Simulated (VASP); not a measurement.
Write the native input for VASP 6.6.1 that does the following.

| Item | Value |
| --- | --- |
| Task | single point |
| Functional | r2SCAN |
| Potentials or basis | VASP PAW PBE potentials, release 64 (O, Te, Sr_sv) |
| Cutoff | 520 eV |
| k mesh | 8 × 8 × 8 |
| Occupations | gaussian, width 0.01 eV |
| Spin | no spin polarisation |
| Dipole correction | no |
| Further INCAR settings | ALGO = Normal; EDIFF = 1e-06; NBANDS = 24 |

Sr2TeO:

```
O Te Sr
1.0
     2.07690    1.19910    7.01957
    -2.07690    1.19910    7.01957
     0.00000   -2.39820    7.01957
O Te Sr
1 1 2
Cartesian
  2.0769 1.1991 7.0196
  0.0000 0.0000 10.5294
  0.0000 0.0000 5.6466
  0.0000 0.0000 15.4121
```

This cell differs from its parent crystal: epitaxial xy strain +0.4%.

One way to write it, as run:

POSCAR

```
Sr2TeO
1.0
    2.0769013244      1.1990995387      7.0195690193
   -2.0769013244      1.1990995387      7.0195690193
    0.0000000000     -2.3981990774      7.0195690193
O Te Sr
1 1 2
Direct
    1.0000000000      0.0000000000      0.0000000000
    0.5000000000      0.5000000000      0.5000000000
    0.2681383134      0.2681383134      0.2681383134
    0.7318616866      0.7318616866      0.7318616866
```

INCAR.step1

```
SYSTEM = Sr2TeO
PREC     = Accurate       ! precision mode
ENCUT    = 520            ! plane-wave cutoff, eV
ISMEAR   = 0              ! smearing method
SIGMA    = 0.01           ! smearing width, eV
LREAL    = .FALSE.        ! projectors in reciprocal space
LASPH    = .TRUE.         ! aspherical terms in the spheres
NELM     = 100            ! most SCF steps
NBANDS   = 24             ! bands
GGA      = PE             ! functional
ALGO     = Normal         ! electronic algorithm
EDIFF    = 1E-4           ! SCF threshold, eV
LWAVE    = .TRUE.         ! write WAVECAR
LCHARG   = .FALSE.        ! write CHGCAR
```

INCAR.step2

```
SYSTEM = Sr2TeO
PREC     = Accurate       ! precision mode
ENCUT    = 520            ! plane-wave cutoff, eV
EDIFF    = 1E-6           ! SCF threshold, eV
ISMEAR   = 0              ! smearing method
SIGMA    = 0.01           ! smearing width, eV
LREAL    = .FALSE.        ! projectors in reciprocal space
LASPH    = .TRUE.         ! aspherical terms in the spheres
NELM     = 100            ! most SCF steps
ALGO     = Normal         ! electronic algorithm
ISIF     = 2              ! what is computed and relaxed
LWAVE    = .FALSE.        ! write WAVECAR
LCHARG   = .TRUE.         ! write CHGCAR
METAGGA  = R2SCAN         ! meta-GGA
LMIXTAU  = .TRUE.       
LELF     = .TRUE.         ! ELF
LVHAR    = .TRUE.       
NBANDS   = 24             ! bands
ISTART   = 1
```

KPOINTS

```
regular mesh
0
G
  8 8 8
  0 0 0
```

Potentials or basis: VASP PAW PBE potentials, release 64 (O, Te, Sr_sv).

Run with:

```console
$ cat potpaw_PBE.64/O/POTCAR potpaw_PBE.64/Te/POTCAR potpaw_PBE.64/Sr_sv/POTCAR > POTCAR
$ cp INCAR.step1 INCAR
$ mpirun -np 1 vasp_std > vasp.out
$ cp INCAR.step2 INCAR
$ mpirun -np 1 vasp_std > vasp.out
```

It gave:

- Pressure: -0.1 GPa
- Band gap on the k mesh: 1.45 eV (least direct gap 1.68 eV)

Caveat: the cell differs from its parent crystal (epitaxial xy strain +0.4%); the PAW data sets were made with another functional, which shifts forces and pressure a little; spin-orbit coupling is left out, which moves the levels of the heavy elements.

Wall time 18 min on 1 thread of AMD EPYC 9R45 (Zen 5) (shared host), peak memory 0.53 GiB.
